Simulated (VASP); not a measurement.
# SnSe (F-43m) in VASP: a series of runs

Runs on SnSe. Level: PBE. Tasks: single point.

All numbers are computed with VASP 6.6.1; they aren't measurements. Logs are shortened: lines on timing, memory, paths and dates and some standing lists are left out, and cuts for length are marked.

## 1. The cell of the first run

It takes space group F-43m (No. 216, cubic). Conventional cell: a = 6.728 Å, b = 6.728 Å, c = 6.728 Å, α = 90.00°, β = 90.00°, γ = 90.00°. Within 3.8 Å of Sn (site symmetry -43m) lie 4 Se at 2.91 Å. Within 3.8 Å of Se (site symmetry -43m) lie 4 Sn at 2.91 Å.

## 2. Single point, PBE, collinear spin, zero start

INCAR

```
PREC = Accurate
ENCUT = 500
EDIFF = 1E-6
ISMEAR = -1
SIGMA = 0.02
LREAL = F
LASPH = T
NELM = 200
ALGO = Normal
ISIF = 2
LWAVE = F
LCHARG = F
ISPIN = 2
MAGMOM = 0 0
LORBIT = 11
GGA = PE
NBANDS = 21
GGA_COMPAT = F
```

KPOINTS

```
regular mesh
0
Gamma
  4 4 4
```

POSCAR

```
SnSe
1.0
    0.0000000000      3.3639842963      3.3639842963
    3.3639842963      0.0000000000      3.3639842963
    3.3639842963      3.3639842963      0.0000000000
Sn Se
1 1
Direct
    0.0000000000      0.0000000000      0.0000000000
    0.2500000000      0.2500000000      0.2500000000
```

Potentials or basis: VASP PAW PBE potentials, release 64 (Sn_d, Se).

Started as:

```sh
$ cat potpaw_PBE.64/Sn_d/POTCAR potpaw_PBE.64/Se/POTCAR > POTCAR
$ mpirun -np 1 vasp_std > vasp.out
```

OUTCAR:

```text
PREC = Accurate
   ENCUT = 500
   EDIFF = 1E-6
   ISMEAR = -1
   LREAL = F
   LASPH = T
   NELM = 200
   ISIF = 2
   ISPIN = 2
   LORBIT = 11
   GGA = PE

 ion  position               nearest neighbor table
   1  0.000  0.000  0.000-   2 2.91   2 2.91   2 2.91   2 2.91
   2  0.250  0.250  0.250-   1 2.91   1 2.91   1 2.91   1 2.91

  LATTYP: Found a face centered cubic cell.
 ALAT       =     6.7279685926

  Lattice vectors:

 A1 = (   0.0000000000,   3.3639842963,   3.3639842963)
 A2 = (   3.3639842963,   0.0000000000,   3.3639842963)
 A3 = (   3.3639842963,   3.3639842963,   0.0000000000)

Analysis of symmetry for initial positions (statically):
=====================================================================
 Subroutine PRICEL returns:
 Original cell was already a primitive cell.

 Routine SETGRP: Setting up the symmetry group for a
 face centered cubic supercell.

 Subroutine GETGRP returns: Found 24 space group operations
 (whereof 24 operations were pure point group operations)
 out of a pool of 48 trial point group operations.

The static configuration has the point symmetry T_d .

Analysis of symmetry for dynamics (positions and initial velocities):
=====================================================================
 Subroutine PRICEL returns:
 Original cell was already a primitive cell.

 Routine SETGRP: Setting up the symmetry group for a
 face centered cubic supercell.

 Subroutine GETGRP returns: Found 24 space group operations
 (whereof 24 operations were pure point group operations)
 out of a pool of 48 trial point group operations.

The dynamic configuration has the point symmetry T_d .

Analysis of structural, dynamic, and magnetic symmetry:
=====================================================================
 Subroutine PRICEL returns:
 Original cell was already a primitive cell.

 Routine SETGRP: Setting up the symmetry group for a
 face centered cubic supercell.

 Subroutine GETGRP returns: Found 24 space group operations
 (whereof 24 operations were pure point group operations)
 out of a pool of 48 trial point group operations.

The overall configuration has the point symmetry T_d .

 Subroutine INISYM returns: Found 24 space group operations
 (whereof 24 operations are pure point group operations),
 and found     1 'primitive' translations

----------------------------------------------------------------------------------------

                                     Primitive cell

  volume of cell :      76.1363

  direct lattice vectors                    reciprocal lattice vectors
     0.000000000  3.363984296  3.363984296    -0.148633274  0.148633274  0.148633274
     3.363984296  0.000000000  3.363984296     0.148633274 -0.148633274  0.148633274
     3.363984296  3.363984296  0.000000000     0.148633274  0.148633274 -0.148633274

  length of vectors
     4.757392215  4.757392215  4.757392215     0.257440382  0.257440382  0.257440382

  position of ions in fractional coordinates (direct lattice)
     0.000000000  0.000000000  0.000000000
     0.250000000  0.250000000  0.250000000

  ion indices of the primitive-cell ions
   primitive index   ion index
                 1           1
                 2           2

----------------------------------------------------------------------------------------

 KPOINTS: regular mesh

Automatic generation of k-mesh.
 Grid dimensions read from file:
 generate k-points for:    4    4    4

 Generating k-lattice:

  Cartesian coordinates                     Fractional coordinates (reciprocal lattice)
    -0.037158319  0.037158319  0.037158319     0.250000000  0.000000000  0.000000000
     0.037158319 -0.037158319  0.037158319     0.000000000  0.250000000  0.000000000
     0.037158319  0.037158319 -0.037158319     0.000000000  0.000000000  0.250000000

  Length of vectors
     0.064360096  0.064360096  0.064360096

  Shift w.r.t. Gamma in fractional coordinates (k-lattice)
     0.000000000  0.000000000  0.000000000

 Subroutine IBZKPT returns following result:
 ===========================================

 Found      8 irreducible k-points:

 Following reciprocal coordinates:
            Coordinates               Weight
  0.000000  0.000000  0.000000      1.000000
  0.250000  0.000000  0.000000      8.000000
  0.500000  0.000000  0.000000      4.000000
  0.250000  0.250000  0.000000      6.000000
  0.500000  0.250000  0.000000     24.000000
 -0.250000  0.250000  0.000000     12.000000
  0.500000  0.500000  0.000000      3.000000
 -0.250000  0.500000  0.250000      6.000000
   k-points           NKPTS =      8   k-points in BZ     NKDIM =      8   number of bands    NBANDS=     21
   number of dos      NEDOS =    301   number of ions     NIONS =      2
   total plane-waves  NPLWV =  46656
   dimension x,y,z NGX =    36 NGY =   36 NGZ =   36
   dimension x,y,z NGXF=    72 NGYF=   72 NGZF=   72
   ions per type =               1   1
   NGX,Y,Z   is equivalent  to a cutoff of  12.58, 12.58, 12.58 a.u.
   NGXF,Y,Z  is equivalent  to a cutoff of  25.16, 25.16, 25.16 a.u.
 SYSTEM =  unknown system
   PREC   = accura    normal or accurate (medium, high low for compatibility)
   ISTART =      0    job   : 0-new  1-cont  2-samecut
   ICHARG =      2    charge: 1-file 2-atom 10-const
   ISPIN  =      2    spin polarized calculation?
   LNONCOLLINEAR =      F non collinear calculations
   LSORBIT =      F    spin-orbit coupling
   LASPH  =      T    aspherical Exc in radial PAW
   ENCUT  =  500.0 eV  36.75 Ry    6.06 a.u.   8.67  8.67  8.67*2*pi/ulx,y,z
   NELM   =    200;   NELMIN=  2; NELMDL= -5     # of ELM steps
   EDIFF  = 0.1E-05   stopping-criterion for ELM
   LREAL  =      F    real-space projection
   EDIFFG = 0.1E-04   stopping-criterion for IOM
   NSW    =      0    number of steps for IOM
   IBRION =     -1    ionic relax: 0-MD 1-quasi-New 2-CG
   NFREE  =      0    steps in history (QN), initial steepest desc. (CG)
   ISIF   =      2    stress and relaxation
   ISYM   =      2    0-nonsym 1-usesym 2-fastsym
   POTIM  = 0.5000    time-step for ionic-motion
   TEBEG  =    0.0;   TEEND  =   0.0 temperature during run
   PSTRESS=    0.0 pullay stress
   NELECT =      20.0000    total number of electrons
   NUPDOWN=      -1.0000    fix difference up-down
   EMIN   =  10.00;   EMAX   =-10.00  energy-range for DOS
   EFERMI =   0.00;   METHOD = LEGACY
   ISMEAR =    -1;   SIGMA  =   0.02  broadening in eV -4-tet -1-fermi 0-gaus
   EFERMI_NEDOS =   21; number of points for ismear=-14 and -15
   IALGO  =     38    algorithm
   IMIX   =      4    mixing-type and parameters
     AMIX     =   0.40;   BMIX     =  1.00
     AMIX_MAG =   1.60;   BMIX_MAG =  1.00
  volume/ion in A,a.u.               =      38.07       256.90
  Fermi-wavevector in a.u.,A,eV,Ry     =   1.048466  1.981313 14.956615  1.099280
  Thomas-Fermi vector in A             =   2.183388
   LORBIT       =     11    0 simple, 1 ext, 2 COOP (PROOUT), +10 PAW based schemes
   GGA     = PE    functional components
   LHFCALC =     F    Hartree Fock is set to
   AEXX    =    0.0000 exact exchange contribution
   IVDW    =     0    specifies the selected vdW correction
   LEPSILON=     F    determine dielectric tensor
   LRPA    =     F    only Hartree local field effects (RPA)
 spin polarized calculation
  energy-cutoff  :      500.00
  volume of cell :       76.14
 maximum number of plane-waves:      1964
 NGX is ok and might be reduce to    36
   NGX = 17   NGY = 17   NGZ = 17

 number of electron      20.0000008 magnetization      -0.0007311

 number of electron      20.0000008 magnetization       0.0000260

 Free energy of the ion-electron system (eV)
  ---------------------------------------------------
  ext. energy  EPLUGINS =         0.00000000
  ---------------------------------------------------
  free energy    TOTEN  =        -7.76431414 eV

  energy without entropy =       -7.76073397  energy(sigma->0) =       -7.76252405

 E-fermi :   3.0045     XC(G=0):  -7.8635

 val. band max:        2.9911403744   @ k =   0.5000   0.5000   0.0000
 cond. band min:       3.4481771240   @ k =   0.2500   0.2500   0.0000
 fundamental gap:      0.4570367497
 Fermi energy:         3.0044679705

 spin component 1

 k-point     1 :       0.0000    0.0000    0.0000
  band No.  band energies     occupation
      1     -18.7888      1.00000
      2     -18.7888      1.00000
      3     -18.7888      1.00000
      4     -18.7762      1.00000
      5     -18.7762      1.00000
      6     -10.3368      1.00000
[... 13 lines left out ...]
     20      13.8080      0.00000
     21      18.4705      0.00000
[... 145 lines left out ...]
 k-point     8 :      -0.2500    0.5000    0.2500
  band No.  band energies     occupation
      1     -18.7946      1.00000
      2     -18.7852      1.00000
      3     -18.7825      1.00000
      4     -18.7769      1.00000
      5     -18.7750      1.00000
      6      -9.7137      1.00000
[... 13 lines left out ...]
     20      15.4028      0.00000
     21      15.8378      0.00000
 Fermi energy:         3.0044679705

 spin component 2

 k-point     1 :       0.0000    0.0000    0.0000
  band No.  band energies     occupation
      1     -18.7888      1.00000
      2     -18.7888      1.00000
      3     -18.7888      1.00000
      4     -18.7762      1.00000
      5     -18.7762      1.00000
      6     -10.3368      1.00000
[... 13 lines left out ...]
     20      13.8080      0.00000
     21      18.4705      0.00000
[... 145 lines left out ...]
 k-point     8 :      -0.2500    0.5000    0.2500
  band No.  band energies     occupation
      1     -18.7946      1.00000
      2     -18.7852      1.00000
      3     -18.7825      1.00000
      4     -18.7769      1.00000
      5     -18.7750      1.00000
      6      -9.7137      1.00000
[... 13 lines left out ...]
     20      15.4028      0.00000
     21      15.8291      0.00000

------------------------ aborting loop because EDIFF is reached ----------------------------------------

  FORCE on cell =-STRESS in cart. coord.  units (eV):
  Direction    XX          YY          ZZ          XY          YZ          ZX
  --------------------------------------------------------------------------------------
  -------------------------------------------------------------------------------------
  Total        0.1055296      0.1055296      0.1055296      0.0000000     -0.0000000      0.0000000
  in kB        2.2207169      2.2207169      2.2207169      0.0000000     -0.0000000      0.0000000
  external PRESSURE =       2.2207169 kB  Pullay stress =       0.0000000 kB

 VOLUME and BASIS-vectors are now :
 -----------------------------------------------------------------------------
  energy-cutoff  :      500.00
  volume of cell :       76.14
      direct lattice vectors                 reciprocal lattice vectors
     0.000000000  3.363984296  3.363984296    -0.148633274  0.148633274  0.148633274
     3.363984296  0.000000000  3.363984296     0.148633274 -0.148633274  0.148633274
     3.363984296  3.363984296  0.000000000     0.148633274  0.148633274 -0.148633274

 POSITION                                       TOTAL-FORCE (eV/Angst)
 -----------------------------------------------------------------------------------
      0.00000      0.00000      0.00000        -0.000000     -0.000000     -0.000000
      1.68199      1.68199      1.68199         0.000000      0.000000      0.000000
 -----------------------------------------------------------------------------------
    total drift:                               -0.000000     -0.000000     -0.000000

  FREE ENERGIE OF THE ION-ELECTRON SYSTEM (eV)
  ---------------------------------------------------
  free  energy   TOTEN  =        -7.7643141360 eV

  energy  without entropy=       -7.7607339676  energy(sigma->0) =       -7.76252405

 total charge

# of ion       s       p       d       tot
------------------------------------------
    1        1.399   0.678   9.969  12.046
    2        1.489   2.280   0.017   3.787
--------------------------------------------------
tot          2.888   2.958   9.986  15.833

 magnetization (x)

# of ion       s       p       d       tot
------------------------------------------
    1        0.000  -0.000   0.000   0.000
    2       -0.000   0.000   0.000   0.000
--------------------------------------------------
tot          0.000   0.000   0.000   0.000
```

It took 48 s on 1 thread of Intel Xeon 8259CL, shared host; peak memory 0.24 GiB.

Results:

- Free energy: -7.7643 eV
- Pressure: 0.2 GPa
- Band gap on the k mesh: zero (filled and empty bands touch)
- Net moment: 0.00 μB per cell
- Valence electrons inside the program's atomic spheres: Sn 12.05; Se 3.79

Caveat: the k points lie up to 0.40 Å⁻¹ apart; semilocal functionals underestimate gaps, so a narrow gap can read as zero; spin-orbit coupling is left out, which moves the levels of the heavy elements.

## 3. Single point, PBE, collinear spin, zero start

INCAR

```
SYSTEM = SnSe
ALGO = Normal
EDIFF = 1E-6
ENCUT = 500
GGA = PE
GGA_COMPAT = .FALSE.
ISIF = 2
ISMEAR = -1
ISPIN = 2
LASPH = .TRUE.
LCHARG = .FALSE.
LORBIT = 11
LREAL = .FALSE.
LWAVE = .FALSE.
MAGMOM = 0 0
NBANDS = 21
NELM = 200
PREC = Accurate
SIGMA = 0.02
```

KPOINTS

```
k-points
0
G
  4 4 4
  0 0 0
```

POSCAR is that of step 2.

Potentials or basis: VASP PAW PBE potentials, release 64 (Sn_d, Se).

Started as:

```sh
$ cat potpaw_PBE.64/Sn_d/POTCAR potpaw_PBE.64/Se/POTCAR > POTCAR
$ mpirun -np 1 vasp_std > vasp.out
```

Wall time 52 s (1 thread of Intel Xeon 8259CL, shared host); peak memory 0.24 GiB.

It converged, with:

```yaml
Free_energy: -7.7643 eV
Pressure: 0.2 GPa
Band_gap_on_the_k_mesh: zero (filled and empty bands touch)
Net_moment: 0.00 μB per cell
Valence_electrons_inside_the_program's_atomic_spheres: Sn 12.05; Se 3.79
```

Levels at points of the mesh, in eV from the Fermi level:
Spin up:
```tsv
k point	band 8	band 9	band 10	band 11	band 12	band 13
(0.00, 0.00, 0.00)	-2.35	-2.35	-2.35	1.45	1.45	1.45
(0.50, 0.00, 0.00)	-2.86	-2.86	-2.22	2.21	2.21	3.29
(0.50, 0.50, 0.00)	-3.55	-3.55	-0.67	-0.01	4.31	4.31
```
Spin down:
```tsv
k point	band 7	band 8	band 9	band 10	band 11	band 12	band 13	band 14
(0.00, 0.00, 0.00)	-5.35	-2.35	-2.35	-2.35	1.45	1.45	1.45	4.78
(0.50, 0.00, 0.00)	-7.21	-2.86	-2.86	-2.22	2.21	2.21	3.29	6.31
(0.50, 0.50, 0.00)	-7.48	-3.55	-3.55	-0.67	-0.01	4.31	4.31	5.54
```

Caveat: the k points lie up to 0.40 Å⁻¹ apart; semilocal functionals underestimate gaps, so a narrow gap can read as zero; spin-orbit coupling is left out, which moves the levels of the heavy elements.
